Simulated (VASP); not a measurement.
# SiO2 (P4_12_12) in VASP: a series of runs

The runs below take SiO2 through single point, with r2SCAN.

Everything below comes from runs of VASP 6.6.1. Logs are shortened: lines on timing, memory, paths and dates and some standing lists are left out, and cuts for length are marked.

### 1 The cell of the first run

It takes space group P4_12_12 (No. 92, tetragonal). Conventional cell: a = 5.027 Å, b = 5.027 Å, c = 7.016 Å, α = 90.00°, β = 90.00°, γ = 90.00°. Si (site symmetry 2) has 4 O at 1.61 Å within 2.1 Å. O (site symmetry 1) has 2 Si at 1.61 Å within 2.1 Å.

### 2 Single point, r2SCAN (14.77 Å³/atom)

Contents of POSCAR:

```
SiO2
1.0
    5.0266252096      0.0000000000      0.0000000000
    0.0000000000      5.0266252096      0.0000000000
    0.0000000000      0.0000000000      7.0155025327
Si O
4 8
Direct
    0.2967868563      0.2967868563      0.0000000000
    0.2032131437      0.7967868563      0.2500000000
    0.7032131437      0.7032131437      0.5000000000
    0.7967868563      0.2032131437      0.7500000000
    0.2404603256      0.0980835965      0.1759000547
    0.4019164035      0.7404603256      0.4259000547
    0.7595396744      0.9019164035      0.6759000547
    0.5980835965      0.2595396744      0.9259000547
    0.7404603256      0.4019164035      0.5740999453
    0.9019164035      0.7595396744      0.3240999453
    0.2595396744      0.5980835965      0.0740999453
    0.0980835965      0.2404603256      0.8240999453
```

Contents of INCAR.step1:

```
SYSTEM = SiO2
PREC     = Accurate       ! precision mode
ENCUT    = 520            ! plane-wave cutoff, eV
ISMEAR   = 0              ! smearing method
SIGMA    = 0.02           ! smearing width, eV
LREAL    = .False.        ! projectors in reciprocal space
LASPH    = .True.         ! aspherical terms in the spheres
NELM     = 60             ! most SCF steps
NBANDS   = 44             ! bands
GGA      = PE             ! functional
ALGO     = Normal         ! electronic algorithm
EDIFF    = 1E-4           ! SCF threshold, eV
LWAVE    = .True.         ! write WAVECAR
LCHARG   = .False.        ! write CHGCAR
```

Contents of INCAR.step2:

```
SYSTEM = SiO2
PREC     = Accurate       ! precision mode
ENCUT    = 520            ! plane-wave cutoff, eV
EDIFF    = 1E-7           ! SCF threshold, eV
ISMEAR   = 0              ! smearing method
SIGMA    = 0.02           ! smearing width, eV
LREAL    = .False.        ! projectors in reciprocal space
LASPH    = .True.         ! aspherical terms in the spheres
NELM     = 60             ! most SCF steps
ALGO     = Normal         ! electronic algorithm
ISIF     = 2              ! what is computed and relaxed
LWAVE    = .False.        ! write WAVECAR
LCHARG   = .False.        ! write CHGCAR
METAGGA  = R2SCAN         ! meta-GGA
LMIXTAU  = .True.       
NBANDS   = 44             ! bands
ISTART   = 1
```

Contents of KPOINTS:

```
Automatic mesh
0
Gamma
  6 6 4
  0 0 0
```

Potentials or basis: VASP PAW PBE potentials, release 64 (Si, O).

Command:

```sh
$ cat potpaw_PBE.64/Si/POTCAR potpaw_PBE.64/O/POTCAR > POTCAR
$ cp INCAR.step1 INCAR
$ mpirun -np 1 vasp_std > vasp.out
$ cp INCAR.step2 INCAR
$ mpirun -np 1 vasp_std > vasp.out
```

OUTCAR:

```text
SYSTEM = SiO2
   PREC = Accurate
   ENCUT = 520
   EDIFF = 1E-7
   ISMEAR = 0
   LREAL = .False.
   LASPH = .True.
   NELM = 60
   ISIF = 2
   METAGGA = R2SCAN
   ISTART = 1

 ion  position               nearest neighbor table
   1  0.297  0.297  0.000-   8 1.61  11 1.61   5 1.61  12 1.61   2 3.10   4 3.10   2 3.10   4 3.10

   2  0.203  0.797  0.250-   5 1.61  10 1.61   6 1.61  11 1.61   1 3.10   3 3.10   1 3.10   3 3.10

   3  0.703  0.703  0.500-   6 1.61   9 1.61   7 1.61  10 1.61   2 3.10   4 3.10   4 3.10   2 3.10

   4  0.797  0.203  0.750-   7 1.61  12 1.61   9 1.61   8 1.61   1 3.10   3 3.10   3 3.10   1 3.10

   5  0.240  0.098  0.176-   2 1.61   1 1.61
   6  0.402  0.740  0.426-   3 1.61   2 1.61
   7  0.760  0.902  0.676-   4 1.61   3 1.61
   8  0.598  0.260  0.926-   1 1.61   4 1.61
   9  0.740  0.402  0.574-   3 1.61   4 1.61
  10  0.902  0.760  0.324-   2 1.61   3 1.61
  11  0.260  0.598  0.074-   1 1.61   2 1.61
  12  0.098  0.240  0.824-   4 1.61   1 1.61

  LATTYP: Found a simple tetragonal cell.
 ALAT       =     5.0266252096
 C/A-ratio  =     1.3956685132

  Lattice vectors:

 A1 = (   5.0266252096,   0.0000000000,   0.0000000000)
 A2 = (   0.0000000000,   5.0266252096,   0.0000000000)
 A3 = (   0.0000000000,   0.0000000000,   7.0155025327)

Analysis of symmetry for initial positions (statically):
=====================================================================
 Subroutine PRICEL returns:
 Original cell was already a primitive cell.

 Routine SETGRP: Setting up the symmetry group for a
 simple tetragonal supercell.

 Subroutine GETGRP returns: Found  8 space group operations
 (whereof  2 operations were pure point group operations)
 out of a pool of 16 trial point group operations.

The static configuration has the point symmetry C_2 .
 The point group associated with its full space group is D_4 .

Analysis of symmetry for dynamics (positions and initial velocities):
=====================================================================
 Subroutine PRICEL returns:
 Original cell was already a primitive cell.

 Routine SETGRP: Setting up the symmetry group for a
 simple tetragonal supercell.

 Subroutine GETGRP returns: Found  8 space group operations
 (whereof  2 operations were pure point group operations)
 out of a pool of 16 trial point group operations.

The dynamic configuration has the point symmetry C_2 .
 The point group associated with its full space group is D_4 .

 Subroutine INISYM returns: Found  8 space group operations
 (whereof  2 operations are pure point group operations),
 and found     1 'primitive' translations

----------------------------------------------------------------------------------------

                                     Primitive cell

  volume of cell :     177.2604

  direct lattice vectors                    reciprocal lattice vectors
     5.026625210  0.000000000  0.000000000     0.198940633  0.000000000  0.000000000
     0.000000000  5.026625210  0.000000000     0.000000000  0.198940633  0.000000000
     0.000000000  0.000000000  7.015502533     0.000000000  0.000000000  0.142541464

  length of vectors
     5.026625210  5.026625210  7.015502533     0.198940633  0.198940633  0.142541464

  position of ions in fractional coordinates (direct lattice)
     0.296786856  0.296786856  0.000000000
     0.203213144  0.796786856  0.250000000
     0.703213144  0.703213144  0.500000000
     0.796786856  0.203213144  0.750000000
     0.240460326  0.098083596  0.175900055
     0.401916404  0.740460326  0.425900055
     0.759539674  0.901916404  0.675900055
     0.598083596  0.259539674  0.925900055
     0.740460326  0.401916404  0.574099945
     0.901916404  0.759539674  0.324099945
     0.259539674  0.598083596  0.074099945
     0.098083596  0.240460326  0.824099945

  ion indices of the primitive-cell ions
   primitive index   ion index
                 1           1
                 2           2
                 3           3
                 4           4
                 5           5
                 6           6
                 7           7
                 8           8
                 9           9
                10          10
                11          11
                12          12

----------------------------------------------------------------------------------------

 KPOINTS: Automatic mesh

Automatic generation of k-mesh.
 Grid dimensions read from file:
 generate k-points for:    6    6    4

 Generating k-lattice:

  Cartesian coordinates                     Fractional coordinates (reciprocal lattice)
     0.033156772  0.000000000  0.000000000     0.166666667  0.000000000  0.000000000
     0.000000000  0.033156772  0.000000000     0.000000000  0.166666667  0.000000000
     0.000000000  0.000000000  0.035635366     0.000000000  0.000000000  0.250000000

  Length of vectors
     0.033156772  0.033156772  0.035635366

  Shift w.r.t. Gamma in fractional coordinates (k-lattice)
     0.000000000  0.000000000  0.000000000

 Subroutine IBZKPT returns following result:
 ===========================================

 Found     30 irreducible k-points:

 Following reciprocal coordinates:
            Coordinates               Weight
  0.000000  0.000000  0.000000      1.000000
  0.166667  0.000000  0.000000      4.000000
  0.333333  0.000000  0.000000      4.000000
  0.500000  0.000000  0.000000      2.000000
  0.166667  0.166667  0.000000      4.000000
  0.333333  0.166667  0.000000      8.000000
[... 16 lines left out ...]
  0.333333  0.000000  0.500000      4.000000
  0.500000  0.000000  0.500000      2.000000
 [... further k-points ...]
   k-points           NKPTS =     30   k-points in BZ     NKDIM =     30   number of bands    NBANDS=     44
   number of dos      NEDOS =    301   number of ions     NIONS =     12
   total plane-waves  NPLWV =  86400
   dimension x,y,z NGX =    40 NGY =   40 NGZ =   54
   dimension x,y,z NGXF=    80 NGYF=   80 NGZF=  108
   ions per type =               4   8
   NGX,Y,Z   is equivalent  to a cutoff of  13.23, 13.23, 12.80 a.u.
   NGXF,Y,Z  is equivalent  to a cutoff of  26.46, 26.46, 25.59 a.u.
 SYSTEM =  SiO2
   PREC   = accura    normal or accurate (medium, high low for compatibility)
   ISTART =      1    job   : 0-new  1-cont  2-samecut
   ICHARG =      0    charge: 1-file 2-atom 10-const
   ISPIN  =      1    spin polarized calculation?
   LNONCOLLINEAR =      F non collinear calculations
   LSORBIT =      F    spin-orbit coupling
   LASPH  =      T    aspherical Exc in radial PAW
   ENCUT  =  520.0 eV  38.22 Ry    6.18 a.u.   9.35  9.35 13.04*2*pi/ulx,y,z
   NELM   =     60;   NELMIN=  2; NELMDL=  0     # of ELM steps
   EDIFF  = 0.1E-06   stopping-criterion for ELM
   LREAL  =      F    real-space projection
   EDIFFG = 0.1E-05   stopping-criterion for IOM
   NSW    =      0    number of steps for IOM
   IBRION =     -1    ionic relax: 0-MD 1-quasi-New 2-CG
   NFREE  =      0    steps in history (QN), initial steepest desc. (CG)
   ISIF   =      2    stress and relaxation
   ISYM   =      2    0-nonsym 1-usesym 2-fastsym
   POTIM  = 0.5000    time-step for ionic-motion
   TEBEG  =    0.0;   TEEND  =   0.0 temperature during run
   PSTRESS=    0.0 pullay stress
   NELECT =      64.0000    total number of electrons
   NUPDOWN=      -1.0000    fix difference up-down
   EMIN   =  10.00;   EMAX   =-10.00  energy-range for DOS
   EFERMI =   0.00;   METHOD = LEGACY
   ISMEAR =     0;   SIGMA  =   0.02  broadening in eV -4-tet -1-fermi 0-gaus
   EFERMI_NEDOS =   21; number of points for ismear=-14 and -15
   IALGO  =     38    algorithm
   IMIX   =      4    mixing-type and parameters
     AMIX     =   0.40;   BMIX     =  1.00
     AMIX_MAG =   1.60;   BMIX_MAG =  1.00
  volume/ion in A,a.u.               =      14.77        99.68
  Fermi-wavevector in a.u.,A,eV,Ry     =   1.165729  2.202908 18.489281  1.358924
  Thomas-Fermi vector in A             =   2.302251
   LORBIT       =      0    0 simple, 1 ext, 2 COOP (PROOUT), +10 PAW based schemes
   METAGGA = R2SCAN    functional components
   LHFCALC =     F    Hartree Fock is set to
   AEXX    =    0.0000 exact exchange contribution
   IVDW    =     0    specifies the selected vdW correction
   LEPSILON=     F    determine dielectric tensor
   LRPA    =     F    only Hartree local field effects (RPA)
 non-spin polarized calculation
 Gauss-broadening in eV      SIGMA  =   0.02
  energy-cutoff  :      520.00
  volume of cell :      177.26
 maximum number of plane-waves:      4823
 NGX is ok and might be reduce to    40
   NGX = 19   NGY = 19   NGZ = 27

 number of electron      64.0000018 magnetization

 Free energy of the ion-electron system (eV)
  ---------------------------------------------------
  ext. energy  EPLUGINS =         0.00000000
  ---------------------------------------------------
  free energy    TOTEN  =      -119.16729171 eV

  energy without entropy =     -119.16729171  energy(sigma->0) =     -119.16729171

 E-fermi :  -0.3978     XC(G=0):  -8.6828

 val. band max:       -0.5230523414   @ k =   0.0000   0.0000   0.0000
 cond. band min:       5.7578088431   @ k =   0.0000   0.0000   0.0000
 fundamental gap:      6.2808611846
 Fermi energy:        -0.3977659569

 k-point     1 :       0.0000    0.0000    0.0000
  band No.  band energies     occupation
      1     -20.9533      2.00000
      2     -20.0670      2.00000
      3     -20.0670      2.00000
      4     -18.9379      2.00000
      5     -18.9006      2.00000
      6     -18.8975      2.00000
[... 36 lines left out ...]
     43      11.6233      0.00000
     44      11.8230      0.00000
[... 1040 lines left out ...]
      4     -19.5468      2.00000
      5     -18.9360      2.00000
      6     -18.9360      2.00000
[... 36 lines left out ...]
     43      11.8575      0.00000
     44      11.8576      0.00000

 [... further k-points ...]

------------------------ aborting loop because EDIFF is reached ----------------------------------------

  FORCE on cell =-STRESS in cart. coord.  units (eV):
  Direction    XX          YY          ZZ          XY          YZ          ZX
  --------------------------------------------------------------------------------------
  -------------------------------------------------------------------------------------
  Total       -0.2602863     -0.2602863     -0.3856115      0.0000000      0.0000000      0.0000000
  in kB       -2.3526109     -2.3526109     -3.4853691      0.0000000      0.0000000      0.0000000
  external PRESSURE =      -2.7301970 kB  Pullay stress =       0.0000000 kB

 VOLUME and BASIS-vectors are now :
 -----------------------------------------------------------------------------
  energy-cutoff  :      520.00
  volume of cell :      177.26
      direct lattice vectors                 reciprocal lattice vectors
     5.026625210  0.000000000  0.000000000     0.198940633  0.000000000  0.000000000
     0.000000000  5.026625210  0.000000000     0.000000000  0.198940633  0.000000000
     0.000000000  0.000000000  7.015502533     0.000000000  0.000000000  0.142541464

 POSITION                                       TOTAL-FORCE (eV/Angst)
 -----------------------------------------------------------------------------------
      1.49184      1.49184      0.00000         0.016293      0.016293     -0.000000
      1.02148      4.00515      1.75388        -0.016293      0.016293     -0.000000
      3.53479      3.53479      3.50775        -0.016293     -0.016293     -0.000000
      4.00515      1.02148      5.26163         0.016293     -0.016293     -0.000000
      1.20870      0.49303      1.23403        -0.003094      0.002724     -0.007519
      2.02028      3.72202      2.98790        -0.002724     -0.003094     -0.007519
      3.81792      4.53360      4.74178         0.003094     -0.002724     -0.007519
      3.00634      1.30461      6.49565         0.002724      0.003094     -0.007519
      3.72202      2.02028      4.02760        -0.003094     -0.002724      0.007519
      4.53360      3.81792      2.27372        -0.002724      0.003094      0.007519
      1.30461      3.00634      0.51985         0.003094      0.002724      0.007519
      0.49303      1.20870      5.78148         0.002724     -0.003094      0.007519
 -----------------------------------------------------------------------------------
    total drift:                               -0.000000      0.000000     -0.000000

  FREE ENERGIE OF THE ION-ELECTRON SYSTEM (eV)
  ---------------------------------------------------
  free  energy   TOTEN  =      -119.1672917127 eV

  energy  without entropy=     -119.1672917127  energy(sigma->0) =     -119.16729171
```

It took 14 min on 1 thread of Intel Xeon 8259CL, shared host; peak memory 0.41 GiB.

What came out:

| Quantity | Value |
| --- | --- |
| Free energy | -119.1673 eV |
| Pressure | -0.3 GPa |
| Largest force | 0.023 eV/Å |
| Band gap on the k mesh | 6.28 eV |

Forces in eV/Å, atoms in the order of the input:
```
Si   0.016  0.016  0.000
Si  -0.016  0.016  0.000
Si  -0.016 -0.016  0.000
Si   0.016 -0.016  0.000
O   -0.003  0.003 -0.008
O   -0.003 -0.003 -0.008
O    0.003 -0.003 -0.008
O    0.003  0.003 -0.008
O   -0.003 -0.003  0.008
O   -0.003  0.003  0.008
O    0.003  0.003  0.008
O    0.003 -0.003  0.008
```

Levels at points of the mesh, in eV from the valence-band top:
```csv
k point,band 29,band 30,band 31,band 32,band 33,band 34,band 35,band 36
"(0.00, 0.00, 0.00)",-0.68,-0.26,-0.26,0.00,6.28,9.55,9.55,9.97
"(0.50, 0.00, 0.00)",-0.65,-0.65,-0.47,-0.47,8.35,8.35,9.99,9.99
"(0.50, 0.50, 0.00)",-0.61,-0.61,-0.56,-0.56,9.37,9.37,9.54,9.54
"(0.00, 0.00, 0.50)",-0.51,-0.51,-0.40,-0.40,7.52,7.52,10.36,10.36
"(0.50, 0.00, 0.50)",-0.95,-0.95,-0.16,-0.16,8.80,8.80,9.42,9.42
"(0.50, 0.50, 0.50)",-0.65,-0.65,-0.65,-0.65,9.89,9.89,9.89,9.89
```

Caveat: the PAW data sets were made with another functional, which shifts forces and pressure a little.

### 3 Single point, r2SCAN (15.20 Å³/atom)

This run uses another cell than the first one, of 15.20 Å³/atom.

Contents of POSCAR:

```
SiO2
1.0
    5.0701723655      0.0000000000      0.0000000000
    0.0000000000      5.0701723655      0.0000000000
    0.0000000000      0.0000000000      7.0963493682
Si O
4 8
Direct
    0.2915266136      0.2915266136      0.0000000000
    0.2084733864      0.7915266136      0.2500000000
    0.7084733864      0.7084733864      0.5000000000
    0.7915266136      0.2084733864      0.7500000000
    0.2423999011      0.0874642576      0.1706432044
    0.4125357424      0.7423999011      0.4206432044
    0.7576000989      0.9125357424      0.6706432044
    0.5874642576      0.2576000989      0.9206432044
    0.7423999011      0.4125357424      0.5793567956
    0.9125357424      0.7576000989      0.3293567956
    0.2576000989      0.5874642576      0.0793567956
    0.0874642576      0.2423999011      0.8293567956
```

Contents of INCAR.step1:

```
PREC     = Accurate       # precision mode
ENCUT    = 520            # plane-wave cutoff, eV
ISMEAR   = 0              # smearing method
SIGMA    = 0.02           # smearing width, eV
LREAL    = F              # projectors in reciprocal space
LASPH    = T              # aspherical terms in the spheres
NELM     = 100            # most SCF steps
NBANDS   = 44             # bands
GGA      = PE             # functional
ALGO     = Normal         # electronic algorithm
EDIFF    = 1E-4           # SCF threshold, eV
LWAVE    = T              # write WAVECAR
LCHARG   = F              # write CHGCAR
```

Contents of INCAR.step2:

```
PREC     = Accurate       # precision mode
ENCUT    = 520            # plane-wave cutoff, eV
EDIFF    = 1E-7           # SCF threshold, eV
ISMEAR   = 0              # smearing method
SIGMA    = 0.02           # smearing width, eV
LREAL    = F              # projectors in reciprocal space
LASPH    = T              # aspherical terms in the spheres
NELM     = 100            # most SCF steps
ALGO     = Normal         # electronic algorithm
ISIF     = 2              # what is computed and relaxed
LWAVE    = F              # write WAVECAR
LCHARG   = F              # write CHGCAR
METAGGA  = R2SCAN         # meta-GGA
LMIXTAU  = T            
NBANDS   = 44             # bands
ISTART   = 1
```

Contents of KPOINTS:

```
regular mesh
0
Gamma
  6 6 4
```

Potentials or basis: VASP PAW PBE potentials, release 64 (Si, O).

Command:

```sh
$ cat potpaw_PBE.64/Si/POTCAR potpaw_PBE.64/O/POTCAR > POTCAR
$ cp INCAR.step1 INCAR
$ mpirun -np 1 vasp_std > vasp.out
$ cp INCAR.step2 INCAR
$ mpirun -np 1 vasp_std > vasp.out
```

It took 14 min on 1 thread of Intel Xeon 8259CL, shared host; peak memory 0.41 GiB.

Results (log left out):

```yaml
Free_energy: -119.1569 eV
Pressure: -0.6 GPa
Largest_force: 0.017 eV/Å
Band_gap_on_the_k_mesh: 6.22 eV
```

Forces in eV/Å, atoms in the order of the input:
```
Si   0.012  0.012  0.000
Si  -0.012  0.012  0.000
Si  -0.012 -0.012  0.000
Si   0.012 -0.012  0.000
O   -0.005  0.003 -0.008
O   -0.003 -0.005 -0.008
O    0.005 -0.003 -0.008
O    0.003  0.005 -0.008
O   -0.005 -0.003  0.008
O   -0.003  0.005  0.008
O    0.005  0.003  0.008
O    0.003 -0.005  0.008
```

Levels at points of the mesh, in eV from the valence-band top:
```
           k point  band 28  band 29  band 30  band 31  band 32  band 33  band 34  band 35  band 36  band 37
(0.00, 0.00, 0.00)    -1.09    -0.67    -0.21    -0.21     0.00     6.22     9.45     9.45     9.87     9.87
(0.50, 0.00, 0.00)    -1.06    -0.66    -0.66    -0.43    -0.43     8.25     8.25     9.93     9.93    10.31
(0.50, 0.50, 0.00)    -1.39    -0.62    -0.62    -0.58    -0.58     9.28     9.28     9.43     9.43    10.79
(0.00, 0.00, 0.50)    -0.69    -0.49    -0.49    -0.41    -0.41     7.41     7.41    10.23    10.23    10.39
(0.50, 0.00, 0.50)    -1.00    -0.96    -0.96    -0.14    -0.14     8.71     8.71     9.26     9.26     9.80
(0.50, 0.50, 0.50)    -1.38    -0.68    -0.68    -0.68    -0.68     9.79     9.79     9.79     9.79    10.44
```

Caveat: the PAW data sets were made with another functional, which shifts forces and pressure a little. A k mesh can miss the band edges.
